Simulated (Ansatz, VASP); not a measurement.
One calculation of Zn2SbO3, two programs

```xyz
6
Lattice="3.4116 0.0000 0.0000 0.0000 4.3163 0.0000 0.0000 0.0000 6.3418" Properties=species:S:1:pos:R:3 pbc="T T T"
Zn    1.7058    3.1114    3.1709
Zn    1.7058    1.2049    3.1709
Sb    0.0000    0.0000    3.1709
O     0.0000    2.1582    4.3671
O     0.0000    2.1582    1.9747
O     1.7058    0.0000    3.1709
```

Alike in both runs: task single point; functional PBE; k mesh 6 × 4 × 4; occupations gaussian, width 0.1 eV; no spin polarisation.

|  | VASP | Ansatz |
| --- | --- | --- |
| version | VASP 6.6.1 | Ansatz 0.2.0 |
| potentials or method | VASP PAW PBE potentials, release 64 (Zn, Sb_d_GW, O), cutoff 600 eV | scalar-relativistic, plane waves, PAW |
| valence electrons in the cell | 57 | 57 |

```csv
,VASP,Ansatz,Ansatz less VASP
gap on the k mesh at the Fermi level (eV),none,none,-
rms of the force components (eV/Å),27.969,24.870,-3.0995
```

Atom by atom the forces differ by 3.100 eV/Å (rms over components). A gap of «none» marks a metal or a gap that the smearing closes. With one functional, cell and mesh, what is left measures potentials, basis and numerics.

The k mesh is coarse, so the values compare programs but aren't converged. Neither program's run includes spin-orbit coupling.
